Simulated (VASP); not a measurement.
# Ni (P6_3/mmc) in VASP: further runs

Ni is run at these levels: PBE, PBEsol, RPBE+D4; tasks: single point.

Everything below comes from runs of VASP 6.6.1. Logs are shortened: lines on timing, memory, paths and dates and some standing lists are left out, and cuts for length are marked.

### Step 1. The cell of the first run

The structure is hexagonal, space group P6_3/mmc (No. 194). Conventional cell: a = 2.448 Å, b = 2.448 Å, c = 4.073 Å, α = 90.00°, β = 90.00°, γ = 120.00°. Ni (site symmetry -6m2) has 12 Ni at 2.45 to 2.48 Å within 3.2 Å.

### Step 2. Single point, PBE, collinear spin, ferromagnetic start

Input file INCAR:

```
SYSTEM = Ni
PREC     = Accurate       ! precision mode
ENCUT    = 590            ! plane-wave cutoff, eV
EDIFF    = 1E-6           ! SCF threshold, eV
ISMEAR   = -1             ! smearing method
SIGMA    = 0.05           ! smearing width, eV
LREAL    = .FALSE.        ! projectors in reciprocal space
LASPH    = .TRUE.         ! aspherical terms in the spheres
NELM     = 200            ! most SCF steps
ALGO     = Normal         ! electronic algorithm
ISIF     = 2              ! what is computed and relaxed
LWAVE    = .FALSE.        ! write WAVECAR
LCHARG   = .FALSE.        ! write CHGCAR
ISPIN    = 2              ! spin polarisation
MAGMOM   = 0.5 0.5        ! initial moments
LORBIT   = 11             ! projections on sites
NUPDOWN  = 1.0            ! fixed moment
LMAXMIX  = 4              ! l up to which the mixer works
GGA      = PE             ! functional
NBANDS   = 29             ! bands
GGA_COMPAT= .FALSE.
```

Input file KPOINTS:

```
Automatic mesh
0
G
  10 10 6
  0 0 0
```

Input file POSCAR:

```
Ni
1.0
    2.4480228978      0.0000000000      0.0000000000
   -1.2240114489      2.1200500186      0.0000000000
    0.0000000000      0.0000000000      4.0728075700
Ni
2
Direct
    0.6666666667      0.3333333333      0.7500000000
    0.3333333333      0.6666666667      0.2500000000
```

Potentials or basis: VASP PAW PBE potentials, release 64 (Ni_sv_GW).

On the command line:

```
$ cat potpaw_PBE.64/Ni_sv_GW/POTCAR > POTCAR
$ mpirun -np 1 vasp_std > vasp.out
```

OUTCAR:

```text
SYSTEM = Ni
   PREC = Accurate
   ENCUT = 590
   EDIFF = 1E-6
   ISMEAR = -1
   LREAL = .FALSE.
   LASPH = .TRUE.
   NELM = 200
   ISIF = 2
   ISPIN = 2
   LORBIT = 11
   NUPDOWN = 1.0
   GGA = PE

 ion  position               nearest neighbor table
   1  0.667  0.333  0.750-   2 2.48   2 2.48   2 2.48   2 2.48   2 2.48   2 2.48
   2  0.333  0.667  0.250-   1 2.48   1 2.48   1 2.48   1 2.48   1 2.48   1 2.48

  LATTYP: Found a hexagonal cell.
 ALAT       =     2.4480228978
 C/A-ratio  =     1.6637130207

  Lattice vectors:

 A1 = (   2.4480228978,   0.0000000000,   0.0000000000)
 A2 = (  -1.2240114489,   2.1200500186,   0.0000000000)
 A3 = (   0.0000000000,   0.0000000000,   4.0728075700)

Analysis of symmetry for initial positions (statically):
=====================================================================
 Subroutine PRICEL returns:
 Original cell was already a primitive cell.

 Routine SETGRP: Setting up the symmetry group for a
 hexagonal supercell.

 Subroutine GETGRP returns: Found 24 space group operations
 (whereof 12 operations were pure point group operations)
 out of a pool of 24 trial point group operations.

The static configuration has the point symmetry D_3d.
 The point group associated with its full space group is D_6h.

Analysis of symmetry for dynamics (positions and initial velocities):
=====================================================================
 Subroutine PRICEL returns:
 Original cell was already a primitive cell.

 Routine SETGRP: Setting up the symmetry group for a
 hexagonal supercell.

 Subroutine GETGRP returns: Found 24 space group operations
 (whereof 12 operations were pure point group operations)
 out of a pool of 24 trial point group operations.

The dynamic configuration has the point symmetry D_3d.
 The point group associated with its full space group is D_6h.

Analysis of structural, dynamic, and magnetic symmetry:
=====================================================================
 Subroutine PRICEL returns:
 Original cell was already a primitive cell.

 Routine SETGRP: Setting up the symmetry group for a
 hexagonal supercell.

 Subroutine GETGRP returns: Found 24 space group operations
 (whereof 12 operations were pure point group operations)
 out of a pool of 24 trial point group operations.

The overall configuration has the point symmetry D_3d.
 The point group associated with its full space group is D_6h.

 Subroutine INISYM returns: Found 24 space group operations
 (whereof 12 operations are pure point group operations),
 and found     1 'primitive' translations

----------------------------------------------------------------------------------------

                                     Primitive cell

  volume of cell :      21.1376

  direct lattice vectors                    reciprocal lattice vectors
     2.448022898  0.000000000  0.000000000     0.408492911  0.235843492  0.000000000
    -1.224011449  2.120050019  0.000000000     0.000000000  0.471686984  0.000000000
     0.000000000  0.000000000  4.072807570     0.000000000  0.000000000  0.245530873

  length of vectors
     2.448022898  2.448022898  4.072807570     0.471686984  0.471686984  0.245530873

  position of ions in fractional coordinates (direct lattice)
     0.666666667  0.333333333  0.750000000
     0.333333333  0.666666667  0.250000000

  ion indices of the primitive-cell ions
   primitive index   ion index
                 1           1
                 2           2

----------------------------------------------------------------------------------------

 KPOINTS: Automatic mesh

Automatic generation of k-mesh.
 Grid dimensions read from file:
 generate k-points for:   10   10    6

 Generating k-lattice:

  Cartesian coordinates                     Fractional coordinates (reciprocal lattice)
     0.040849291  0.023584349  0.000000000     0.100000000 -0.000000000  0.000000000
     0.000000000  0.047168698  0.000000000     0.000000000  0.100000000  0.000000000
     0.000000000  0.000000000  0.040921812     0.000000000  0.000000000  0.166666667

  Length of vectors
     0.047168698  0.047168698  0.040921812

  Shift w.r.t. Gamma in fractional coordinates (k-lattice)
     0.000000000  0.000000000  0.000000000

 Subroutine IBZKPT returns following result:
 ===========================================

 Found     56 irreducible k-points:

 Following reciprocal coordinates:
            Coordinates               Weight
  0.000000  0.000000  0.000000      1.000000
  0.100000 -0.000000  0.000000      6.000000
  0.200000 -0.000000  0.000000      6.000000
  0.300000  0.000000  0.000000      6.000000
  0.400000 -0.000000  0.000000      6.000000
  0.500000 -0.000000  0.000000      3.000000
[... 16 lines left out ...]
  0.300000  0.100000  0.166667     24.000000
  0.400000  0.100000  0.166667     24.000000
 [... further k-points ...]
   k-points           NKPTS =     56   k-points in BZ     NKDIM =     56   number of bands    NBANDS=     29
   number of dos      NEDOS =    301   number of ions     NIONS =      2
   total plane-waves  NPLWV =  12800
   dimension x,y,z NGX =    20 NGY =   20 NGZ =   32
   dimension x,y,z NGXF=    40 NGYF=   40 NGZF=   64
   ions per type =               2
   NGX,Y,Z   is equivalent  to a cutoff of  13.58, 13.58, 13.06 a.u.
   NGXF,Y,Z  is equivalent  to a cutoff of  27.16, 27.16, 26.12 a.u.
 SYSTEM =  Ni
   PREC   = accura    normal or accurate (medium, high low for compatibility)
   ISTART =      0    job   : 0-new  1-cont  2-samecut
   ICHARG =      2    charge: 1-file 2-atom 10-const
   ISPIN  =      2    spin polarized calculation?
   LNONCOLLINEAR =      F non collinear calculations
   LSORBIT =      F    spin-orbit coupling
   LASPH  =      T    aspherical Exc in radial PAW
   ENCUT  =  590.0 eV  43.36 Ry    6.59 a.u.   4.85  4.85  8.07*2*pi/ulx,y,z
   NELM   =    200;   NELMIN=  2; NELMDL= -5     # of ELM steps
   EDIFF  = 0.1E-05   stopping-criterion for ELM
   LREAL  =      F    real-space projection
   EDIFFG = 0.1E-04   stopping-criterion for IOM
   NSW    =      0    number of steps for IOM
   IBRION =     -1    ionic relax: 0-MD 1-quasi-New 2-CG
   NFREE  =      0    steps in history (QN), initial steepest desc. (CG)
   ISIF   =      2    stress and relaxation
   ISYM   =      2    0-nonsym 1-usesym 2-fastsym
   POTIM  = 0.5000    time-step for ionic-motion
   TEBEG  =    0.0;   TEEND  =   0.0 temperature during run
   PSTRESS=    0.0 pullay stress
   NELECT =      36.0000    total number of electrons
   NUPDOWN=       1.0000    fix difference up-down
   EMIN   =  10.00;   EMAX   =-10.00  energy-range for DOS
   EFERMI =   0.00;   METHOD = LEGACY
   ISMEAR =    -1;   SIGMA  =   0.05  broadening in eV -4-tet -1-fermi 0-gaus
   EFERMI_NEDOS =   21; number of points for ismear=-14 and -15
   IALGO  =     38    algorithm
   IMIX   =      4    mixing-type and parameters
     AMIX     =   0.40;   BMIX     =  1.00
     AMIX_MAG =   1.60;   BMIX_MAG =  1.00
  volume/ion in A,a.u.               =      10.57        71.32
  Fermi-wavevector in a.u.,A,eV,Ry     =   1.955047  3.694503 52.004300  3.822208
  Thomas-Fermi vector in A             =   2.981484
   LORBIT       =     11    0 simple, 1 ext, 2 COOP (PROOUT), +10 PAW based schemes
   GGA     = PE    functional components
   LHFCALC =     F    Hartree Fock is set to
   AEXX    =    0.0000 exact exchange contribution
   IVDW    =     0    specifies the selected vdW correction
   LEPSILON=     F    determine dielectric tensor
   LRPA    =     F    only Hartree local field effects (RPA)
 spin polarized calculation
  energy-cutoff  :      590.00
  volume of cell :       21.14
 maximum number of plane-waves:       701
 NGX is ok and might be reduce to    20
   NGX =  9   NGY =  9   NGZ = 17

 number of electron      35.9999972 magnetization       0.9999998

 Free energy of the ion-electron system (eV)
  ---------------------------------------------------
  ext. energy  EPLUGINS =         0.00000000
  ---------------------------------------------------
  free energy    TOTEN  =       -12.75876340 eV

  energy without entropy =      -12.71836728  energy(sigma->0) =      -12.73856534

 E-fermi :   8.2381     XC(G=0): -14.0593

 val. band max:        8.2330610722   @ k =   0.4000   0.1000   0.1667
 cond. band min:       8.0274483698   @ k =   0.2000   0.2000   0.0000
 fundamental gap:     -0.2056127025
 Fermi energy:         8.0062022731

 spin component 1

 k-point     1 :       0.0000    0.0000    0.0000
  band No.  band energies     occupation
      1     -95.3673      1.00000
      2     -95.3331      1.00000
      3     -55.8223      1.00000
      4     -55.6671      1.00000
      5     -55.6671      1.00000
      6     -55.6350      1.00000
[... 21 lines left out ...]
     28      34.7253      0.00000
     29      38.4276      0.00000
[... 705 lines left out ...]
 k-point    24 :       0.4000    0.1000    0.1667
  band No.  band energies     occupation
      1     -95.3270      1.00000
      2     -95.3171      1.00000
      3     -55.8589      1.00000
      4     -55.8294      1.00000
      5     -55.7328      1.00000
      6     -55.7040      1.00000
[... 21 lines left out ...]
     28      33.1195      0.00000
     29      36.7862      0.00000

 [... further k-points ...]

 spin component 2

 k-point     1 :       0.0000    0.0000    0.0000
  band No.  band energies     occupation
      1     -94.6940      1.00000
      2     -94.6589      1.00000
      3     -55.1769      1.00000
      4     -55.0068      1.00000
      5     -55.0068      1.00000
      6     -54.9739      1.00000
[... 21 lines left out ...]
     28      34.7937      0.00000
     29      38.5255      0.00000
[... 705 lines left out ...]
 k-point    24 :       0.4000    0.1000    0.1667
  band No.  band energies     occupation
      1     -94.6528      1.00000
      2     -94.6427      1.00000
      3     -55.2048      1.00000
      4     -55.1742      1.00000
      5     -55.0757      1.00000
      6     -55.0533      1.00000
[... 21 lines left out ...]
     28      33.2012      0.00000
     29      36.7982      0.00000

 [... further k-points ...]
[... 5 lines left out ...]
  --------------------------------------------------------------------------------------
  -------------------------------------------------------------------------------------
  Total        0.4314429      0.4314429      0.0623003     -0.0000000      0.0000000      0.0000000
  in kB       32.7023140     32.7023140      4.7222097     -0.0000000      0.0000000      0.0000000
  external PRESSURE =      23.3756126 kB  Pullay stress =       0.0000000 kB

 VOLUME and BASIS-vectors are now :
 -----------------------------------------------------------------------------
  energy-cutoff  :      590.00
  volume of cell :       21.14
      direct lattice vectors                 reciprocal lattice vectors
     2.448022898  0.000000000  0.000000000     0.408492911  0.235843492  0.000000000
    -1.224011449  2.120050019  0.000000000     0.000000000  0.471686984  0.000000000
     0.000000000  0.000000000  4.072807570     0.000000000  0.000000000  0.245530873

 POSITION                                       TOTAL-FORCE (eV/Angst)
 -----------------------------------------------------------------------------------
      1.22401      0.70668      3.05461        -0.000000      0.000000      0.000000
     -0.00000      1.41337      1.01820         0.000000     -0.000000      0.000000
 -----------------------------------------------------------------------------------
    total drift:                                0.000000     -0.000000      0.000000

  FREE ENERGIE OF THE ION-ELECTRON SYSTEM (eV)
  ---------------------------------------------------
  free  energy   TOTEN  =       -12.7587634013 eV

  energy  without entropy=      -12.7183672798  energy(sigma->0) =      -12.73856534

 total charge

# of ion       s       p       d       f       tot
--------------------------------------------------
    1        2.245   6.317   7.822   0.006  16.389
    2        2.245   6.317   7.822   0.006  16.389
--------------------------------------------------
tot          4.490  12.633  15.644   0.011  32.779

 magnetization (x)

# of ion       s       p       d       f       tot
--------------------------------------------------
    1       -0.002  -0.015   0.552  -0.000   0.535
    2       -0.002  -0.015   0.552  -0.000   0.535
--------------------------------------------------
tot         -0.004  -0.030   1.104  -0.000   1.070
```

Run time: 44 s. Hardware: 1 thread of Intel Xeon 6975P-C (Granite Rapids), shared host; peak memory 0.19 GiB.

Results:

* Free energy: -12.7588 eV
* Pressure: 2.3 GPa
* Net moment: 1.00 μB per cell
* Site moments: Ni +0.54 μB
* Valence electrons inside the program's atomic spheres: Ni 16.39

Stress tensor (GPa, compression positive):
```
3.27 0.00 0.00
0.00 3.27 0.00
0.00 0.00 0.47
```

Caveat: the total moment is fixed, so each spin has its own Fermi level.

### Step 3. Single point, PBEsol, collinear spin, zero start

Input file INCAR:

```
PREC = Accurate ; ENCUT = 590
EDIFF = 1E-6 ; ISMEAR = -1
SIGMA = 0.05 ; LREAL = False
LASPH = True ; NELM = 200
ALGO = Normal ; ISIF = 2
LWAVE = False ; LCHARG = True
ISPIN = 2 ; MAGMOM = 0 0
LORBIT = 11 ; NUPDOWN = 0.0
LMAXMIX = 4 ; GGA = PS
LELF = True ; LVHAR = True
NBANDS = 29 ; GGA_COMPAT = False
```

Input file KPOINTS:

```
Automatic mesh
0
Gamma
  10 10 6
```

POSCAR is that of step 2.

Potentials or basis: VASP PAW PBE potentials, release 64 (Ni_sv_GW).

On the command line:

```
$ cat potpaw_PBE.64/Ni_sv_GW/POTCAR > POTCAR
$ mpirun -np 1 vasp_std > vasp.out
```

It took 41 s on 1 thread of Intel Xeon 6975P-C (Granite Rapids), shared host; peak memory 0.2 GiB.

It converged, with:

```yaml
Free_energy: -14.0046 eV
Pressure: -8.0 GPa
Net_moment: 0.00 μB per cell
Valence_electrons_inside_the_program's_atomic_spheres: Ni 16.39
```

Stress tensor (GPa, compression positive):
```
-7.42  0.00  0.00
 0.00 -7.42  0.00
 0.00  0.00 -9.26
```

Caveat: the PAW data sets were made with another functional, which shifts forces and pressure a little; the total moment is fixed, so each spin has its own Fermi level.

### Step 4. Single point, RPBE+D4, collinear spin, ferromagnetic start

Input file INCAR:

```
PREC = Accurate
ENCUT = 520
EDIFF = 1E-6
ISMEAR = -1
SIGMA = 0.05
LREAL = F
LASPH = T
NELM = 150
ALGO = Fast
ISIF = 2
LWAVE = F
LCHARG = F
ISPIN = 2
MAGMOM = 1 1
LORBIT = 11
LMAXMIX = 4
GGA = RP
IVDW = 13
NBANDS = 21
```

Input file KPOINTS:

```
Automatic mesh
0
Gamma
  12 12 7
```

Input file POSCAR:

```
Ni
1.0
    2.4592807565      0.0000000000      0.0000000000
   -1.2296403783      2.1297996102      0.0000000000
    0.0000000000      0.0000000000      4.0287679684
Ni
2
Direct
    0.6666666667      0.3333333333      0.7500000000
    0.3333333333      0.6666666667      0.2500000000
```

Potentials or basis: VASP PAW PBE potentials, release 64 (Ni).

On the command line:

```
$ cat potpaw_PBE.64/Ni/POTCAR > POTCAR
$ mpirun -np 1 vasp_std > vasp.out
```

It took 47 s on 1 thread of Intel Xeon Platinum 8488C (Sapphire Rapids), shared host; peak memory 0.17 GiB.

The run converged. Its results:

```
Free energy                                           : -11.6700 eV
Pressure                                              : 0.1 GPa
Net moment                                            : 1.29 μB per cell
Site moments                                          : Ni +0.66 μB
Valence electrons inside the program's atomic spheres : Ni 9.36
Dispersion energy per atom                            : -0.928 eV
```

Levels at points of the mesh, in eV from the Fermi level:
Spin up:
```tsv
k point	band 7	band 8	band 9	band 10	band 11	band 12	band 13	band 14	band 15	band 16
(0.00, 0.00, 0.00)	-2.17	-1.74	-1.74	-0.76	-0.76	-0.41	5.83	22.81	25.02	25.02
(0.50, 0.00, 0.00)	-2.13	-0.66	-0.57	-0.53	1.16	3.12	9.51	10.13	12.58	13.68
```
Spin down:
```
           k point  band 7  band 8  band 9  band 10  band 11  band 12  band 13  band 14
(0.00, 0.00, 0.00)   -1.44   -1.05   -1.05    -0.50    -0.02    -0.02     6.25    22.64
(0.50, 0.00, 0.00)   -1.43    0.15    0.18     0.29     1.66     3.51     9.61    10.23
```

Caveat: the PAW data sets were made with another functional, which shifts forces and pressure a little; pairwise dispersion overbinds metals, which lowers pressure and volume.

### Step 5. Summary

| level | potentials or basis | spin | fixed moment (μB) | cell | k mesh | cutoff (eV) | second run | pressure (GPa) | moment (μB) |
| --- | --- | --- | --- | --- | --- | --- | --- | --- | --- |
| PBE | VASP PAW PBE potentials, release 64 (Ni_sv_GW) | collinear, ferromagnetic start | 1.0 | a = 2.448, b = 2.448, c = 4.073 Å, angles 90.0, 90.0, 120.0°, 2 atoms | 10 × 10 × 6 | 590 | valence_matched | 2.3 | 1.00 |
| PBEsol | VASP PAW PBE potentials, release 64 (Ni_sv_GW) | collinear, zero start | 0.0 | a = 2.448, b = 2.448, c = 4.073 Å, angles 90.0, 90.0, 120.0°, 2 atoms | 10 × 10 × 6 | 590 | valence_matched | -8.0 | 0.00 |
| RPBE+D4 | VASP PAW PBE potentials, release 64 (Ni) | collinear, ferromagnetic start | - | a = 2.459, b = 2.459, c = 4.029 Å, angles 90.0, 90.0, 120.0°, 2 atoms | 12 × 12 × 7 | 520 | - | 0.1 | 1.29 |

Alike in all rows: task single point; smearing fermi-dirac 0.05 eV.

Caveats: the total moment is fixed, so each spin has its own Fermi level (some runs); the PAW data sets were made with another functional, which shifts forces and pressure a little (some runs); pairwise dispersion overbinds metals, which lowers pressure and volume (some runs).

Absolute energies hang on the potentials; compare differences alone.
